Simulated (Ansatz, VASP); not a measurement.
**Ge in VASP and in Ansatz**

```xyz
2
Lattice="3.0077 0.0000 0.0000 -1.5038 2.6047 0.0000 0.0000 0.0000 4.9115" Properties=species:S:1:pos:R:3 pbc="T T T"
Ge    0.0000    1.7365    1.2279
Ge    1.5038    0.8682    3.6836
```

Alike in both runs: task relaxation of cell and atoms; functional LDA; k mesh 12 × 12 × 7; occupations fermi-dirac, width 0.1 eV; no spin polarisation.

|  | VASP | Ansatz |
| --- | --- | --- |
| version | VASP 6.6.1 | Ansatz 0.2.0 |
| potentials or method | VASP PAW LDA potentials, release 64 (Ge_d), cutoff 600 eV | plane waves (420 eV) with PAW, scalar-relativistic |
| valence electrons in the cell | 28 | 28 |

Ansatz gave:

| Item | Value |
| --- | --- |
| relaxed volume (Å³/atom) | 17.95 |
| relaxed length of the cell vector where the two differ most in proportion (Å) | 2.989 |

Question: Which values does VASP return?

Answer: Relaxed volume (Å³/atom): 17.99; relaxed length of the cell vector where the two differ most in proportion (Å): 2.992.

Ansatz warns that its potentials were made for another functional, while VASP's fit it. LDA's correlation is that of Perdew and Zunger in VASP and of Perdew and Wang (1992) in Ansatz.
